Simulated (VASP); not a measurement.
A run of VASP 6.6.1 is set up as follows.

Contents of INCAR:

```
ALGO = Fast
EDIFF = 1E-7
ENCUT = 520
GGA = PS
ISIF = 2
ISMEAR = 0
LASPH = True
LCHARG = False
LREAL = False
LWAVE = False
NBANDS = 12
NELM = 60
PREC = Accurate
SIGMA = 0.15
```

KPOINTS

```
k-points
0
Gamma
  18 18 18
```

File POSCAR:

```
Zr
1.0
   -0.1127500000      2.2550000000      2.2550000000
    2.2550000000     -0.1127500000      2.2550000000
    2.1422500000      2.1422500000      0.0000000000
Zr
1
Direct
    0.0000000000      0.0000000000      0.0000000000
```

Potentials or basis: VASP PAW PBE potentials, release 64 (Zr_sv).

Run with:

```sh
$ cat potpaw_PBE.64/Zr_sv/POTCAR > POTCAR
$ mpirun -np 1 vasp_std > vasp.out
```

Estimate the band gap on the k mesh.

zero (band 6 reaches 9.58 eV, above the bottom of band 7 at 8.40 eV).

What does it give for the pressure?

-2.4 GPa.

Stress tensor (GPa, compression positive):
```
-1.99  4.21  0.00
 4.21 -1.99  0.00
 0.00  0.00 -3.15
```

Caveat: the cell differs from its parent crystal (strain -0.1000 x Voigt [0, 0, 0, 0, 0, 1]); the PAW data sets were made with another functional, which shifts forces and pressure a little.
